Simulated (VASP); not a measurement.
Runs of VASP 6.6.1 on Li2O. It takes space group Fm-3m (No. 225, cubic). Conventional cell: a = 4.654 Å, b = 4.654 Å, c = 4.654 Å, α = 90.00°, β = 90.00°, γ = 90.00°. Li (site symmetry -43m) has 4 O at 2.02 Å and 6 Li at 2.33 Å within 2.7 Å. O (site symmetry m-3m) has 8 Li at 2.02 Å within 2.7 Å. 

| level | U | k mesh | cutoff (eV) | gap on the mesh (eV) | pressure (GPa) |
| --- | --- | --- | --- | --- | --- |
| r2SCAN+U | O p U = 1.3 eV | 6 × 6 × 6 | 830 | 5.66 | -5.1 |
| PBE+U | O p U = 2.3 eV | 6 × 6 × 6 | 750 | (b) | (a) |
| PBE+U | O p U = 6.0 eV | 6 × 6 × 6 | 750 | 5.12 | -3.3 |
| BLYP+U | O p U = 4.3 eV | 6 × 6 × 6 | 750 | 5.40 | (c) |
| PBE+U | O p U = 1.8 eV | 4 × 4 × 4, shifted | 750 | 5.51 | -2.2 |

Alike in all rows: task single point; potentials or basis VASP PAW PBE potentials, release 64 (Li_sv, O); no spin polarisation; cell as given; smearing gaussian 0.1 eV.

Question: Fill in the values left out.

Answer: (a) -2.3; (b) 5.00; (c) -2.0.

Caveats: some runs use coarse meshes; the cell stands under tension (at least some runs); the PAW data sets were made with another functional, which shifts forces and pressure a little (at least some runs); a shifted mesh leaves out Γ, where band edges can lie (at least some runs).

A k mesh can miss the band edges.
